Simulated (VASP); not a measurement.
# Rh (Im-3m) in VASP: notebook, part 2 of 2

VASP 6.6.1. Earlier steps stand in the parts before.

### Step 3. Single point, PBEsol (volume scaled by 0.88)

INCAR

```
PREC = Accurate
ENCUT = 520
EDIFF = 1E-6
ISMEAR = -1
SIGMA = 0.1
LREAL = False
LASPH = True
NELM = 100
ALGO = Normal
ISIF = 2
LWAVE = False
LCHARG = False
GGA = PS
NBANDS = 14
```

KPOINTS

```
regular mesh
0
Gamma
  16 16 16
```

POSCAR

```
Rh
1.0
   -1.4520749027      1.4520749027      1.4520749027
    1.4520749027     -1.4520749027      1.4520749027
    1.4520749027      1.4520749027     -1.4520749027
Rh
1
Direct
    0.0000000000      0.0000000000      0.0000000000
```

Potentials or basis: VASP PAW PBE potentials, release 64 (Rh_pv).

Launch:

```bash
$ cat potpaw_PBE.64/Rh_pv/POTCAR > POTCAR
$ mpirun -np 1 vasp_std > vasp.out
```

OUTCAR:

```text
PREC = Accurate
   ENCUT = 520
   EDIFF = 1E-6
   ISMEAR = -1
   LREAL = False
   LASPH = True
   NELM = 100
   ISIF = 2
   GGA = PS

 ion  position               nearest neighbor table
   1  0.000  0.000  0.000-

  LATTYP: Found a body centered cubic cell.
 ALAT       =     2.9041498054

  Lattice vectors:

 A1 = (  -1.4520749027,   1.4520749027,   1.4520749027)
 A2 = (   1.4520749027,  -1.4520749027,   1.4520749027)
 A3 = (   1.4520749027,   1.4520749027,  -1.4520749027)

Analysis of symmetry for initial positions (statically):
=====================================================================
 Subroutine PRICEL returns:
 Original cell was already a primitive cell.

 Routine SETGRP: Setting up the symmetry group for a
 body centered cubic supercell.

 Subroutine GETGRP returns: Found 48 space group operations
[... 9 lines left out ...]

 Routine SETGRP: Setting up the symmetry group for a
 body centered cubic supercell.

 Subroutine GETGRP returns: Found 48 space group operations
[... 11 lines left out ...]
                                     Primitive cell

  volume of cell :      12.2469

  direct lattice vectors                    reciprocal lattice vectors
    -1.452074903  1.452074903  1.452074903     0.000000000  0.344334854  0.344334854
     1.452074903 -1.452074903  1.452074903     0.344334854  0.000000000  0.344334854
     1.452074903  1.452074903 -1.452074903     0.344334854  0.344334854  0.000000000

  length of vectors
     2.515067508  2.515067508  2.515067508     0.486963021  0.486963021  0.486963021

  position of ions in fractional coordinates (direct lattice)
     0.000000000  0.000000000  0.000000000

  ion indices of the primitive-cell ions
   primitive index   ion index
                 1           1

----------------------------------------------------------------------------------------

 KPOINTS: regular mesh

Automatic generation of k-mesh.
 Grid dimensions read from file:
 generate k-points for:   16   16   16

 Generating k-lattice:

  Cartesian coordinates                     Fractional coordinates (reciprocal lattice)
     0.000000000  0.021520928  0.021520928     0.062500000  0.000000000  0.000000000
     0.021520928  0.000000000  0.021520928     0.000000000  0.062500000  0.000000000
     0.021520928  0.021520928  0.000000000     0.000000000  0.000000000  0.062500000

  Length of vectors
     0.030435189  0.030435189  0.030435189

  Shift w.r.t. Gamma in fractional coordinates (k-lattice)
     0.000000000  0.000000000  0.000000000

 Subroutine IBZKPT returns following result:
 ===========================================

 Found    145 irreducible k-points:

 Following reciprocal coordinates:
            Coordinates               Weight
  0.000000  0.000000  0.000000      1.000000
  0.062500  0.000000  0.000000     12.000000
  0.125000  0.000000  0.000000     12.000000
  0.187500  0.000000  0.000000     12.000000
  0.250000  0.000000  0.000000     12.000000
  0.312500  0.000000  0.000000     12.000000
[... 16 lines left out ...]
  0.187500  0.187500  0.000000     24.000000
  0.250000  0.187500  0.000000     48.000000
 [... further k-points ...]
   k-points           NKPTS =    145   k-points in BZ     NKDIM =    145   number of bands    NBANDS=     14
   number of dos      NEDOS =    301   number of ions     NIONS =      1
   total plane-waves  NPLWV =   8000
   dimension x,y,z NGX =    20 NGY =   20 NGZ =   20
   dimension x,y,z NGXF=    40 NGYF=   40 NGZF=   40
   ions per type =               1
   NGX,Y,Z   is equivalent  to a cutoff of  13.22, 13.22, 13.22 a.u.
   NGXF,Y,Z  is equivalent  to a cutoff of  26.44, 26.44, 26.44 a.u.
 SYSTEM =  unknown system
   PREC   = accura    normal or accurate (medium, high low for compatibility)
   ISTART =      0    job   : 0-new  1-cont  2-samecut
   ICHARG =      2    charge: 1-file 2-atom 10-const
   ISPIN  =      1    spin polarized calculation?
   LNONCOLLINEAR =      F non collinear calculations
   LSORBIT =      F    spin-orbit coupling
   LASPH  =      T    aspherical Exc in radial PAW
   ENCUT  =  520.0 eV  38.22 Ry    6.18 a.u.   4.68  4.68  4.68*2*pi/ulx,y,z
   NELM   =    100;   NELMIN=  2; NELMDL= -5     # of ELM steps
   EDIFF  = 0.1E-05   stopping-criterion for ELM
   LREAL  =      F    real-space projection
   EDIFFG = 0.1E-04   stopping-criterion for IOM
   NSW    =      0    number of steps for IOM
   IBRION =     -1    ionic relax: 0-MD 1-quasi-New 2-CG
   NFREE  =      0    steps in history (QN), initial steepest desc. (CG)
   ISIF   =      2    stress and relaxation
   ISYM   =      2    0-nonsym 1-usesym 2-fastsym
   POTIM  = 0.5000    time-step for ionic-motion
   TEBEG  =    0.0;   TEEND  =   0.0 temperature during run
   PSTRESS=    0.0 pullay stress
   NELECT =      15.0000    total number of electrons
   NUPDOWN=      -1.0000    fix difference up-down
   EMIN   =  10.00;   EMAX   =-10.00  energy-range for DOS
   EFERMI =   0.00;   METHOD = LEGACY
   ISMEAR =    -1;   SIGMA  =   0.10  broadening in eV -4-tet -1-fermi 0-gaus
   EFERMI_NEDOS =   21; number of points for ismear=-14 and -15
   IALGO  =     38    algorithm
   IMIX   =      4    mixing-type and parameters
     AMIX     =   0.40;   BMIX     =  1.00
     AMIX_MAG =   1.60;   BMIX_MAG =  1.00
  volume/ion in A,a.u.               =      12.25        82.65
  Fermi-wavevector in a.u.,A,eV,Ry     =   1.751578  3.310003 41.743037  3.068027
  Thomas-Fermi vector in A             =   2.822076
   LORBIT       =      0    0 simple, 1 ext, 2 COOP (PROOUT), +10 PAW based schemes
   GGA     = PS    functional components
   LHFCALC =     F    Hartree Fock is set to
   AEXX    =    0.0000 exact exchange contribution
   IVDW    =     0    specifies the selected vdW correction
   LEPSILON=     F    determine dielectric tensor
   LRPA    =     F    only Hartree local field effects (RPA)
 non-spin polarized calculation
  energy-cutoff  :      520.00
  volume of cell :       12.25
 maximum number of plane-waves:       370
   NGX =  9   NGY =  9   NGZ =  9

 number of electron      14.9999999 magnetization

 Free energy of the ion-electron system (eV)
  ---------------------------------------------------
  ext. energy  EPLUGINS =         0.00000000
  ---------------------------------------------------
  free energy    TOTEN  =        -7.57098789 eV

  energy without entropy =       -7.50707930  energy(sigma->0) =       -7.53903360

 E-fermi :  13.7933     XC(G=0): -14.9577

 val. band max:       13.7920466638   @ k =   0.2500   0.2500   0.0625
 cond. band min:      13.8014483006   @ k =   0.3750   0.1250   0.0625
 fundamental gap:      0.0094016368
 Fermi energy:        13.7933283495

 k-point     1 :       0.0000    0.0000    0.0000
  band No.  band energies     occupation
      1     -32.3551      2.00000
      2     -32.3551      2.00000
      3     -32.3551      2.00000
      4       5.0825      2.00000
      5      10.2319      2.00000
      6      10.2319      2.00000
      7      10.2319      2.00000
      8      13.2043      1.99448
      9      13.2043      1.99448
     10      32.3154      0.00000
     11      32.3154      0.00000
     12      32.3154      0.00000
     13      34.3904      0.00000
     14      44.1745      0.00000

 k-point     2 :       0.0625    0.0000    0.0000
  band No.  band energies     occupation
      1     -32.3997      2.00000
      2     -32.3694      2.00000
      3     -32.3553      2.00000
      4       5.2699      2.00000
      5      10.1479      2.00000
      6      10.2287      2.00000
      7      10.3909      2.00000
      8      13.0936      1.99817
      9      13.2094      1.99419
     10      32.4141      0.00000
     11      32.5042      0.00000
     12      32.6025      0.00000
     13      34.3900      0.00000
     14      42.8038      0.00000
[... 343 lines left out ...]
      1     -33.1137      2.00000
      2     -32.6234      2.00000
      3     -32.4351      2.00000
      4       7.9247      2.00000
      5       9.2088      2.00000
      6       9.8066      2.00000
      7      12.4839      2.00000
      8      13.6867      1.48762
      9      14.9391      0.00002
     10      30.0751      0.00000
     11      30.7223      0.00000
     12      34.3774      0.00000
     13      35.4275      0.00000
     14      36.2108      0.00000

 k-point    24 :       0.2500    0.1875    0.0000
  band No.  band energies     occupation
      1     -33.2258      2.00000
      2     -32.7166      2.00000
      3     -32.4496      2.00000
      4       7.9220      2.00000
      5       8.9675      2.00000
      6      10.3624      2.00000
      7      12.6706      1.99997
      8      13.8311      0.81359
      9      16.5460      0.00000
     10      28.2217      0.00000
     11      29.5849      0.00000
     12      33.8660      0.00000
     13      34.4162      0.00000
     14      37.2438      0.00000

 [... further k-points ...]
[... 5 lines left out ...]
  --------------------------------------------------------------------------------------
  -------------------------------------------------------------------------------------
  Total        3.5957353      3.5957353      3.5957353     -0.0000000      0.0000000     -0.0000000
  in kB      470.4042670    470.4042670    470.4042670     -0.0000000      0.0000000     -0.0000000
  external PRESSURE =     470.4042670 kB  Pullay stress =       0.0000000 kB

 VOLUME and BASIS-vectors are now :
 -----------------------------------------------------------------------------
  energy-cutoff  :      520.00
  volume of cell :       12.25
      direct lattice vectors                 reciprocal lattice vectors
    -1.452074903  1.452074903  1.452074903     0.000000000  0.344334854  0.344334854
     1.452074903 -1.452074903  1.452074903     0.344334854  0.000000000  0.344334854
     1.452074903  1.452074903 -1.452074903     0.344334854  0.344334854  0.000000000

 POSITION                                       TOTAL-FORCE (eV/Angst)
 -----------------------------------------------------------------------------------
      0.00000      0.00000      0.00000        -0.000000      0.000000     -0.000000
 -----------------------------------------------------------------------------------
    total drift:                               -0.000000     -0.000000      0.000000

  FREE ENERGIE OF THE ION-ELECTRON SYSTEM (eV)
  ---------------------------------------------------
  free  energy   TOTEN  =        -7.5709878887 eV

  energy  without entropy=       -7.5070793045  energy(sigma->0) =       -7.53903360
```

stdout:

```text
POSCAR found type information on POSCAR Rh
 POSCAR found :  1 types and       1 ions
 scaLAPACK will be used
 -----------------------------------------------------------------------------
|                                                                             |
|                                                                             |
|     You enforced a specific xc type in the INCAR file but a different       |
|     I HOPE YOU KNOW WHAT YOU ARE DOING!                                     |
|                                                                             |
 -----------------------------------------------------------------------------

 LDA part: xc-table for (Slater+PW92), standard interpolation
 POSCAR, INCAR and KPOINTS ok, starting setup
 FFT: planning ... GRIDC
 FFT: planning ... GRID_SOFT
 FFT: planning ... GRID
 WAVECAR not read
 entering main loop
```

Wall time 20 s (1 thread of AMD EPYC 7R43 (Zen 3), shared host); peak memory 0.11 GiB.

What came out:

```yaml
Free_energy: -7.5710 eV
Pressure: 47.0 GPa
```

Levels at points of the mesh, in eV from the Fermi level:
```
           k point  band 4  band 5  band 6  band 7  band 8  band 9  band 10  band 11
(0.00, 0.00, 0.00)   -8.71   -3.56   -3.56   -3.56   -0.59   -0.59    18.52    18.52
(0.50, 0.00, 0.00)   -7.05   -5.43   -0.62   -0.11    1.23    2.03    10.91    14.72
(0.50, 0.50, 0.50)   -7.19   -7.19    1.38    1.38    1.38   10.10    10.10    10.10
```

Caveat: the PAW data sets were made with another functional, which shifts forces and pressure a little.
